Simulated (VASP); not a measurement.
TePb (rocksalt type): single point with PBE

TePb (rocksalt type):

```
Pb Te
1.0
     0.00000    2.91388    2.91388
     2.91388    0.00000    2.91388
     2.91388    2.91388    0.00000
Pb Te
1 1
Direct
  0.00000 0.00000 0.00000
  0.50000 0.50000 0.50000
```

```yaml
Program: VASP 6.6.1
Task: single point
Functional: PBE
Potentials_or_basis: VASP PAW PBE potentials, release 64 (Pb_d, Te)
Cutoff: 520 eV
k_mesh: 12 × 12 × 12
Occupations: fermi-dirac, width 0.1 eV
Spin: no spin polarisation
```

```json
{"Pressure": "31.0 GPa", "Band gap on the k mesh": "0.24 eV"}
```

Levels at points of the mesh, in eV from the valence-band top:
| k point | band 8 | band 9 | band 10 | band 11 | band 12 | band 13 |
| --- | --- | --- | --- | --- | --- | --- |
| (0.00, 0.00, 0.00) | -2.70 | -2.70 | -2.70 | 4.28 | 4.28 | 4.28 |
| (0.50, 0.00, 0.00) | -1.91 | -1.91 | 0.00 | 0.24 | 0.28 | 0.28 |
| (0.50, 0.50, 0.00) | -7.36 | -4.90 | -4.90 | 1.74 | 6.66 | 6.66 |

Wall time 64 s on 1 thread of Intel Xeon 8259CL, with other jobs on the host, peak memory 0.21 GiB.

Caveat: the cell stands under pressure; spin-orbit coupling is left out, which moves the levels of the heavy elements. A k mesh can miss the band edges.
